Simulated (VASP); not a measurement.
# NaHgI2 in VASP: a series of runs

The runs below take NaHgI2 through single point, with PBE.

All numbers are computed with VASP 6.6.1; they aren't measurements. Logs are shortened: lines on timing, memory, paths and dates and some standing lists are left out, and cuts for length are marked.

## Step 1: The cell of the first run

The cell holds a sheet with vacuum, 4 atoms: a = 4.374 Å, b = 4.374 Å, c = 35.468 Å, α = 90.00°, β = 90.00°, γ = 90.00°.

## Step 2: Single point, PBE

The input, INCAR:

```
  PREC = Accurate
  ENCUT = 520
  EDIFF = 1E-7
  ISMEAR = 0
  SIGMA = 0.1
  LREAL = False
  LASPH = True
  NELM = 100
  ALGO = Normal
  ISIF = 2
  LWAVE = False
  LCHARG = True
  LDIPOL = True
  IDIPOL = 3
  DIPOL = 0.5 0.5 0.268
  GGA = PE
  LELF = True
  LVHAR = True
  LVACPOTAV = True
  NBANDS = 24
```

The input, KPOINTS:

```
Automatic mesh
0
Gamma
  12 12 1
```

The input, POSCAR:

```
NaHgI2
1.0
    4.3738391418      0.0000000000      0.0000000000
    0.0000000000      4.3738391418      0.0000000000
    0.0000000000      0.0000000000     35.4677567857
Na Hg I
1 1 2
Direct
    1.0000000000      1.0000000000      0.2678489101
    0.5000000000      0.5000000000      0.2678489101
    0.0000000000      0.0000000000      0.1858040065
    0.0000000000      0.0000000000      0.3498938137
```

Potentials or basis: VASP PAW PBE potentials, release 64 (Na_pv, Hg, I).

Command:

```bash
> cat potpaw_PBE.64/Na_pv/POTCAR potpaw_PBE.64/Hg/POTCAR potpaw_PBE.64/I/POTCAR > POTCAR
> mpirun -np 1 vasp_std > vasp.out
```

OUTCAR:

```text
PREC = Accurate
   ENCUT = 520
   EDIFF = 1E-7
   ISMEAR = 0
   LREAL = False
   LASPH = True
   NELM = 100
   ISIF = 2
   GGA = PE

 ion  position               nearest neighbor table
   1  0.000  0.000  0.268-   3 2.91   4 2.91   2 3.09   2 3.09   2 3.09   2 3.09
   2  0.500  0.500  0.268-   1 3.09   1 3.09   1 3.09   1 3.09
   3  0.000  0.000  0.186-   1 2.91
   4  0.000  0.000  0.350-   1 2.91

  LATTYP: Found a simple tetragonal cell.
 ALAT       =     4.3738391418
 C/A-ratio  =     8.1090674887

  Lattice vectors:

 A1 = (   4.3738391418,   0.0000000000,   0.0000000000)
 A2 = (   0.0000000000,   4.3738391418,   0.0000000000)
 A3 = (   0.0000000000,   0.0000000000,  35.4677567857)

Analysis of symmetry for initial positions (statically):
=====================================================================
 Subroutine PRICEL returns:
 Original cell was already a primitive cell.

 Routine SETGRP: Setting up the symmetry group for a
 simple tetragonal supercell.

 Subroutine GETGRP returns: Found 16 space group operations
 (whereof  8 operations were pure point group operations)
 out of a pool of 16 trial point group operations.

The static configuration has the point symmetry C_4v.
 The point group associated with its full space group is D_4h.

Analysis of symmetry for dynamics (positions and initial velocities):
=====================================================================
 Subroutine PRICEL returns:
 Original cell was already a primitive cell.

 Routine SETGRP: Setting up the symmetry group for a
 simple tetragonal supercell.

 Subroutine GETGRP returns: Found 16 space group operations
 (whereof  8 operations were pure point group operations)
 out of a pool of 16 trial point group operations.

The dynamic configuration has the point symmetry C_4v.
 The point group associated with its full space group is D_4h.

 Subroutine INISYM returns: Found 16 space group operations
 (whereof  8 operations are pure point group operations),
 and found     1 'primitive' translations

----------------------------------------------------------------------------------------

                                     Primitive cell

  volume of cell :     678.5148

  direct lattice vectors                    reciprocal lattice vectors
     4.373839142  0.000000000  0.000000000     0.228632094  0.000000000  0.000000000
     0.000000000  4.373839142  0.000000000     0.000000000  0.228632094  0.000000000
     0.000000000  0.000000000 35.467756786     0.000000000  0.000000000  0.028194622

  length of vectors
     4.373839142  4.373839142 35.467756786     0.228632094  0.228632094  0.028194622

  position of ions in fractional coordinates (direct lattice)
     0.000000000  0.000000000  0.267848910
     0.500000000  0.500000000  0.267848910
     0.000000000  0.000000000  0.185804006
     0.000000000  0.000000000  0.349893814

  ion indices of the primitive-cell ions
   primitive index   ion index
                 1           1
                 2           2
                 3           3
                 4           4

----------------------------------------------------------------------------------------

 KPOINTS: Automatic mesh

Automatic generation of k-mesh.
 Grid dimensions read from file:
 generate k-points for:   12   12    1

 Generating k-lattice:

  Cartesian coordinates                     Fractional coordinates (reciprocal lattice)
     0.019052674  0.000000000  0.000000000     0.083333333  0.000000000  0.000000000
     0.000000000  0.019052674  0.000000000     0.000000000  0.083333333  0.000000000
     0.000000000  0.000000000  0.028194622     0.000000000  0.000000000  1.000000000

  Length of vectors
     0.019052674  0.019052674  0.028194622

  Shift w.r.t. Gamma in fractional coordinates (k-lattice)
     0.000000000  0.000000000  0.000000000

 Subroutine IBZKPT returns following result:
 ===========================================

 Found     28 irreducible k-points:

 Following reciprocal coordinates:
            Coordinates               Weight
  0.000000  0.000000  0.000000      1.000000
  0.083333  0.000000  0.000000      4.000000
  0.166667  0.000000  0.000000      4.000000
  0.250000  0.000000  0.000000      4.000000
  0.333333  0.000000  0.000000      4.000000
  0.416667  0.000000  0.000000      4.000000
[... 16 lines left out ...]
  0.333333  0.333333  0.000000      4.000000
  0.416667  0.333333  0.000000      8.000000
 [... further k-points ...]
   k-points           NKPTS =     28   k-points in BZ     NKDIM =     28   number of bands    NBANDS=     24
   number of dos      NEDOS =    301   number of ions     NIONS =      4
   total plane-waves  NPLWV = 349920
   dimension x,y,z NGX =    36 NGY =   36 NGZ =  270
   dimension x,y,z NGXF=    72 NGYF=   72 NGZF=  540
   ions per type =               1   1   2
   NGX,Y,Z   is equivalent  to a cutoff of  13.68, 13.68, 12.66 a.u.
   NGXF,Y,Z  is equivalent  to a cutoff of  27.37, 27.37, 25.31 a.u.
[... 77 lines left out ...]
      6     -10.8182      2.00000
[... 16 lines left out ...]
     23       1.5382      0.00000
     24       1.7171      0.00000

 k-point     2 :       0.0833    0.0000    0.0000
  band No.  band energies     occupation
      1     -28.2776      2.00000
      2     -28.2773      2.00000
      3     -28.1841      2.00000
      4     -16.0288      2.00000
      5     -16.0030      2.00000
      6     -10.8110      2.00000
[... 16 lines left out ...]
     23       1.6312      0.00000
     24       1.7799      0.00000

 k-point     3 :       0.1667    0.0000    0.0000
  band No.  band energies     occupation
      1     -28.2785      2.00000
      2     -28.2774      2.00000
      3     -28.1841      2.00000
      4     -16.0053      2.00000
      5     -15.9809      2.00000
      6     -10.7934      2.00000
[... 16 lines left out ...]
     23       1.8174      0.00000
     24       1.9405      0.00000

 k-point     4 :       0.2500    0.0000    0.0000
  band No.  band energies     occupation
      1     -28.2797      2.00000
      2     -28.2776      2.00000
      3     -28.1840      2.00000
      4     -15.9728      2.00000
      5     -15.9502      2.00000
      6     -10.7734      2.00000
[... 16 lines left out ...]
     23       2.0609      0.00000
     24       2.2046      0.00000

 k-point     5 :       0.3333    0.0000    0.0000
  band No.  band energies     occupation
      1     -28.2809      2.00000
      2     -28.2777      2.00000
      3     -28.1839      2.00000
      4     -15.9396      2.00000
      5     -15.9189      2.00000
      6     -10.7568      2.00000
[... 16 lines left out ...]
     23       2.3447      0.00000
     24       2.5787      0.00000

 k-point     6 :       0.4167    0.0000    0.0000
  band No.  band energies     occupation
      1     -28.2818      2.00000
      2     -28.2778      2.00000
      3     -28.1839      2.00000
      4     -15.9148      2.00000
      5     -15.8957      2.00000
      6     -10.7529      2.00000
[... 16 lines left out ...]
     23       2.6536      0.00000
     24       2.7512      0.00000
[... 379 lines left out ...]
 k-point    21 :       0.4167    0.2500    0.0000
  band No.  band energies     occupation
      1     -28.2812      2.00000
      2     -28.2793      2.00000
      3     -28.1837      2.00000
      4     -15.8561      2.00000
      5     -15.8367      2.00000
      6     -10.7983      2.00000
[... 16 lines left out ...]
     23       2.7408      0.00000
     24       2.8516      0.00000

 k-point    22 :       0.5000    0.2500    0.0000
  band No.  band energies     occupation
      1     -28.2814      2.00000
      2     -28.2793      2.00000
      3     -28.1837      2.00000
      4     -15.8474      2.00000
      5     -15.8282      2.00000
      6     -10.8023      2.00000
[... 16 lines left out ...]
     23       2.5546      0.00000
     24       2.9006      0.00000

 k-point    23 :       0.3333    0.3333    0.0000
  band No.  band energies     occupation
      1     -28.2806      2.00000
      2     -28.2799      2.00000
      3     -28.1837      2.00000
      4     -15.8489      2.00000
      5     -15.8291      2.00000
      6     -10.8064      2.00000
[... 16 lines left out ...]
     23       2.6695      0.00000
     24       2.6852      0.00000

 k-point    24 :       0.4167    0.3333    0.0000
  band No.  band energies     occupation
      1     -28.2809      2.00000
      2     -28.2800      2.00000
      3     -28.1836      2.00000
      4     -15.8260      2.00000
      5     -15.8064      2.00000
      6     -10.8201      2.00000
[... 16 lines left out ...]
     23       2.3396      0.00000
     24       2.6446      0.00000

 [... further k-points ...]

------------------------ aborting loop because EDIFF is reached ----------------------------------------

 vacuum level on the upper side and lower side of the slab       (xc-potential included)        -0.078        -0.077

  FORCE on cell =-STRESS in cart. coord.  units (eV):
  Direction    XX          YY          ZZ          XY          YZ          ZX
  --------------------------------------------------------------------------------------
  -------------------------------------------------------------------------------------
  Total        0.0100562      0.0100562      0.0446686      0.0000000      0.0000000      0.0000000
  in kB        0.0237458      0.0237458      0.1054760      0.0000000      0.0000000      0.0000000
  external PRESSURE =       0.0509892 kB  Pullay stress =       0.0000000 kB

 VOLUME and BASIS-vectors are now :
 -----------------------------------------------------------------------------
  energy-cutoff  :      520.00
  volume of cell :      678.51
      direct lattice vectors                 reciprocal lattice vectors
     4.373839142  0.000000000  0.000000000     0.228632094  0.000000000  0.000000000
     0.000000000  4.373839142  0.000000000     0.000000000  0.228632094  0.000000000
     0.000000000  0.000000000 35.467756786     0.000000000  0.000000000  0.028194622

 POSITION                                       TOTAL-FORCE (eV/Angst)
 -----------------------------------------------------------------------------------
      0.00000      0.00000      9.50000        -0.000000      0.000000      0.000000
      2.18692      2.18692      9.50000         0.000000     -0.000000      0.000000
      0.00000      0.00000      6.59005         0.000000     -0.000000     -0.010877
      0.00000      0.00000     12.40995         0.000000     -0.000000      0.010877
 -----------------------------------------------------------------------------------
    total drift:                                0.000000     -0.000000     -0.000036

  FREE ENERGIE OF THE ION-ELECTRON SYSTEM (eV)
  ---------------------------------------------------
  free  energy   TOTEN  =        -5.2882952896 eV

  energy  without entropy=       -5.2484594632  energy(sigma->0) =       -5.26837738

 vacuum level on the upper side and lower side of the slab         1.645         1.645
```

Wall time 12 min (1 thread of Intel Xeon Platinum 8375C at 2.90GHz (Ice Lake), shared host); peak memory 1 GiB.

Results:

| Item | Value |
| --- | --- |
| Free energy | -5.2883 eV |
| Largest force | 0.011 eV/Å |
| Work function of the upper face | 6.73 eV |
| Work function of the lower face | 6.73 eV |

Forces in eV/Å, atoms in the order of the input:
```
Na   0.000  0.000  0.000
Hg   0.000  0.000  0.000
I    0.000  0.000 -0.011
I    0.000  0.000  0.011
```

Caveat: spin-orbit coupling is left out, which moves the levels of the heavy elements; an odd number of electrons without spin polarisation forces a metal; a magnetic or distorted state may lie lower.

## Step 3: Single point, PBE

This run uses another cell than the first one, of 160.99 Å³/atom, 0.949 times its volume.

The input, INCAR:

```
PREC = Accurate
ENCUT = 520
EDIFF = 1E-6
ISMEAR = 0
SIGMA = 0.1
LREAL = F
LASPH = T
NELM = 100
ALGO = Normal
ISIF = 2
LWAVE = F
LCHARG = F
LDIPOL = T
IDIPOL = 3
DIPOL = 0.5 0.5 0.276
GGA = PE
NBANDS = 24
```

KPOINTS is that of step 2.

The input, POSCAR:

```
NaHgI2
1.0
    4.3277017218      0.0000000000      0.0000000000
    0.0000000000      4.3277017218      0.0000000000
    0.0000000000      0.0000000000     34.3821900901
Na Hg I
1 1 2
Direct
    1.0000000000      1.0000000000      0.2763058425
    0.5000000000      0.5000000000      0.2763058425
    0.0000000000      0.0000000000      0.1914671749
    0.0000000000      0.0000000000      0.3611445101
```

Potentials or basis: VASP PAW PBE potentials, release 64 (Na_pv, Hg, I).

Command:

```bash
> cat potpaw_PBE.64/Na_pv/POTCAR potpaw_PBE.64/Hg/POTCAR potpaw_PBE.64/I/POTCAR > POTCAR
> mpirun -np 1 vasp_std > vasp.out
```

Run time: 9.8 min. Hardware: 1 thread of Intel Xeon Platinum 8375C at 2.90GHz (Ice Lake), shared host; peak memory 0.86 GiB.

It converged, with:

* Free energy: -5.2861 eV
* Largest force: 0.004 eV/Å

Forces in eV/Å, atoms in the order of the input:
```
Na   0.000  0.000  0.000
Hg   0.000  0.000  0.000
I    0.000  0.000  0.004
I    0.000  0.000 -0.004
```

Levels at points of the mesh, in eV from the Fermi level:
| k point | band 13 | band 14 | band 15 | band 16 | band 17 | band 18 | band 19 | band 20 | band 21 | band 22 |
| --- | --- | --- | --- | --- | --- | --- | --- | --- | --- | --- |
| (0.00, 0.00, 0.00) | -0.57 | -0.03 | -0.03 | 0.01 | 0.01 | 3.77 | 5.35 | 5.35 | 5.93 | 6.32 |
| (0.50, 0.00, 0.00) | -1.36 | -0.90 | -0.82 | 0.16 | 0.16 | 1.99 | 4.45 | 6.03 | 7.08 | 7.25 |
| (0.50, 0.50, 0.00) | -1.25 | -1.10 | -1.10 | -0.80 | -0.64 | 2.29 | 2.29 | 4.48 | 6.53 | 6.83 |

Caveat: spin-orbit coupling is left out, which moves the levels of the heavy elements; an odd number of electrons without spin polarisation forces a metal; a magnetic or distorted state may lie lower.

## Step 4: Single point, PBE

This run uses another cell than the first one, of 160.99 Å³/atom, 0.949 times its volume.

The input, INCAR:

```
ALGO     = Normal         # electronic algorithm
DIPOL    = 0.5 0.5 0.276
EDIFF    = 1E-6           # SCF threshold, eV
ENCUT    = 520            # plane-wave cutoff, eV
GGA      = PE             # functional
IDIPOL   = 3            
ISIF     = 2              # what is computed and relaxed
ISMEAR   = 0              # smearing method
LASPH    = True           # aspherical terms in the spheres
LCHARG   = False          # write CHGCAR
LDIPOL   = True         
LREAL    = False          # projectors in reciprocal space
LWAVE    = False          # write WAVECAR
NBANDS   = 24             # bands
NELM     = 100            # most SCF steps
PREC     = Accurate       # precision mode
SIGMA    = 0.1            # smearing width, eV
```

The input, KPOINTS:

```
k-points
0
Gamma
  4 4 1
```

POSCAR is that of step 3.

Command:

```bash
> cat potpaw_PBE.64/Na_pv/POTCAR potpaw_PBE.64/Hg/POTCAR potpaw_PBE.64/I/POTCAR > POTCAR
> mpirun -np 1 vasp_std > vasp.out
```

Run time: 2.4 min. Hardware: 1 thread of Intel Xeon Platinum 8375C at 2.90GHz (Ice Lake), shared host; peak memory 0.59 GiB.

Results (log left out):

| Quantity | Value |
| --- | --- |
| Free energy | -5.3441 eV |
| Largest force | 0.004 eV/Å |

Forces on the atoms (eV/Å):
```
Na   0.000  0.000  0.000
Hg   0.000  0.000  0.000
I    0.000  0.000 -0.004
I    0.000  0.000  0.004
```

Levels at points of the mesh, in eV from the Fermi level:
```
           k point  band 15  band 16  band 17  band 18  band 19  band 20
(0.00, 0.00, 0.00)    -0.11    -0.06    -0.06     3.70     5.29     5.29
(0.50, 0.00, 0.00)    -0.89     0.08     0.09     1.92     4.39     5.97
(0.50, 0.50, 0.00)    -1.18    -0.87    -0.71     2.23     2.23     4.41
```

Caveat: the k points lie up to 0.36 Å⁻¹ apart; spin-orbit coupling is left out, which moves the levels of the heavy elements; an odd number of electrons without spin polarisation forces a metal; a magnetic or distorted state may lie lower.

## Step 5: Single point, PBE

This run uses another cell than the first one, of 167.70 Å³/atom, 0.989 times its volume.

Edit INCAR of step 4 so:

```diff
@@ -1,3 +1,3 @@
 ALGO     = Normal         # electronic algorithm
-DIPOL    = 0.5 0.5 0.276
+DIPOL    = 0.5 0.5 0.296
 EDIFF    = 1E-6           # SCF threshold, eV
@@ -9,5 +9,8 @@
 LASPH    = True           # aspherical terms in the spheres
-LCHARG   = False          # write CHGCAR
+LCHARG   = True           # write CHGCAR
 LDIPOL   = True         
+LELF     = True           # ELF
 LREAL    = False          # projectors in reciprocal space
+LVACPOTAV= True         
+LVHAR    = True         
 LWAVE    = False          # write WAVECAR
```

KPOINTS is that of step 4.

The input, POSCAR:

```
NaHgI2
1.0
    4.5705068423      0.0000000000      0.0000000000
    0.0000000000      4.5705068423      0.0000000000
    0.0000000000      0.0000000000     32.1111829200
Na Hg I
1 1 2
Direct
    1.0000000000      1.0000000000      0.2958470893
    0.5000000000      0.5000000000      0.2958470893
    0.0000000000      0.0000000000      0.2134599804
    0.0000000000      0.0000000000      0.3782341981
```

Command:

```bash
> cat potpaw_PBE.64/Na_pv/POTCAR potpaw_PBE.64/Hg/POTCAR potpaw_PBE.64/I/POTCAR > POTCAR
> mpirun -np 1 vasp_std > vasp.out
```

Run time: 2.7 min. Hardware: 1 thread of Intel Xeon Platinum 8375C at 2.90GHz (Ice Lake), shared host; peak memory 0.7 GiB.

Results (log left out):

| Item | Value |
| --- | --- |
| Free energy | -5.0459 eV |
| Largest force | 1.101 eV/Å |
| Work function of the upper face | 6.87 eV |
| Work function of the lower face | 6.87 eV |

Forces on the atoms (eV/Å):
```
Na   0.000  0.000  0.000
Hg   0.000  0.000  0.000
I    0.000  0.000 -1.101
I    0.000  0.000  1.101
```

Levels at points of the mesh, in eV from the Fermi level:
```csv
k point,band 15,band 16,band 17,band 18,band 19,band 20
"(0.00, 0.00, 0.00)",-0.12,-0.04,-0.04,4.16,5.57,5.57
"(0.50, 0.00, 0.00)",-0.34,0.05,0.05,2.86,5.23,5.98
"(0.50, 0.50, 0.00)",-0.84,-0.79,-0.50,3.10,3.10,4.72
```

Caveat: spin-orbit coupling is left out, which moves the levels of the heavy elements; an odd number of electrons without spin polarisation forces a metal; a magnetic or distorted state may lie lower.

## Step 6: Overview

```tsv
cell	k mesh	gap on the mesh (eV)	largest force (eV/Å)	work function (eV)
a = 4.374, b = 4.374, c = 35.468 Å, 4 atoms	12 × 12 × 1	none	0.01	6.73
a = 4.328, b = 4.328, c = 34.382 Å, 4 atoms	12 × 12 × 1	none	-	-
a = 4.328, b = 4.328, c = 34.382 Å, 4 atoms	4 × 4 × 1	none	-	-
a = 4.571, b = 4.571, c = 32.111 Å, 4 atoms	4 × 4 × 1	none	1.10	6.87
```

Alike in all rows: task single point; level PBE; potentials or basis VASP PAW PBE potentials, release 64 (Na_pv, Hg, I); no spin polarisation; cutoff (eV) 520; smearing gaussian 0.1 eV.

Caveats: some runs use coarse meshes; spin-orbit coupling is left out, which moves the levels of the heavy elements; an odd number of electrons without spin polarisation forces a metal; a magnetic or distorted state may lie lower.

Absolute energies hang on the potentials; compare differences alone.
